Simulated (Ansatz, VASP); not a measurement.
## Two plane-wave programs on Pb2O

Contents of INCAR:

```
SYSTEM = Pb2O
PREC = Accurate
ENCUT = 600
EDIFF = 1E-6
ISMEAR = -1
SIGMA = 0.1
LREAL = .FALSE.
LASPH = .TRUE.
NELM = 100
ALGO = Normal
ISIF = 3
LWAVE = .FALSE.
LCHARG = .FALSE.
IBRION = 2
NSW = 80
EDIFFG = -0.01
```

KPOINTS

```
regular mesh
0
G
  6 6 6
  0 0 0
```

POSCAR

```
Pb2O
1.0
    5.3800000000      0.0000000000      0.0000000000
    0.0000000000      5.3800000000      0.0000000000
    0.0000000000      0.0000000000      5.3800000000
Pb O
4 2
Direct
    0.2500000000      0.2500000000      0.2500000000
    0.7500000000      0.7500000000      0.2500000000
    0.2500000000      0.7500000000      0.7500000000
    0.7500000000      0.2500000000      0.7500000000
    0.0000000000      0.0000000000      0.0000000000
    0.5000000000      0.5000000000      0.5000000000
```

Input for Ansatz:

```yaml
crystal:
  lattice:
    - [5.38, 0.0, 0.0]
    - [0.0, 5.38, 0.0]
    - [0.0, 0.0, 5.38]
  atoms:
    - { symbol: Pb, position: [0.25, 0.25, 0.25] }
    - { symbol: Pb, position: [0.75, 0.75, 0.25] }
    - { symbol: Pb, position: [0.25, 0.75, 0.75] }
    - { symbol: Pb, position: [0.75, 0.25, 0.75] }
    - { symbol: O, position: [0.0, 0.0, 0.0] }
    - { symbol: O, position: [0.5, 0.5, 0.5] }
  symmetry: { tolerance: 0.0003 }
hamiltonian:
  xc: lda
  pseudopotentials: { kind: paw, azcp: { folder: soft_1 } }
basis:
  ecutwfc: 420
magnetization:
  spin_polarized: false
scf:
  occupations: { method: fermi_dirac, width: 0.1 }
kpoints:
  mp_grid: { grid: [6, 6, 6], shift: [0, 0, 0] }
output:
  forces: true
  stress: true
  eigenvalues: true
relax:
  max_steps: 60
  cell: {}
```

Alike in both runs: task relaxation of cell and atoms; functional LDA; k mesh 6 × 6 × 6; occupations fermi-dirac, width 0.1 eV; no spin polarisation.

```csv
,VASP,Ansatz
version,VASP 6.6.1,Ansatz 0.2.0
potentials or method,"VASP PAW LDA potentials, release 64 (Pb_d, O), cutoff 600 eV",PAW plane waves
valence electrons in the cell,68,68
```

```csv
,VASP,Ansatz,Ansatz less VASP
"gap on the k mesh at the Fermi level, each at its own relaxed structure (eV)",none,none,-
relaxed volume (Å³/atom),25.16,25.14,-0.017
relaxed cell length with the largest relative difference (Å),5.324,5.323,-0.0012
```

Ansatz warns that its potentials were made for another functional, while VASP's fit it. LDA's correlation is that of Perdew and Zunger in VASP and of Perdew and Wang (1992) in Ansatz. A gap of «none» marks a metal or a gap that the smearing closes.

Spin-orbit coupling is off throughout.
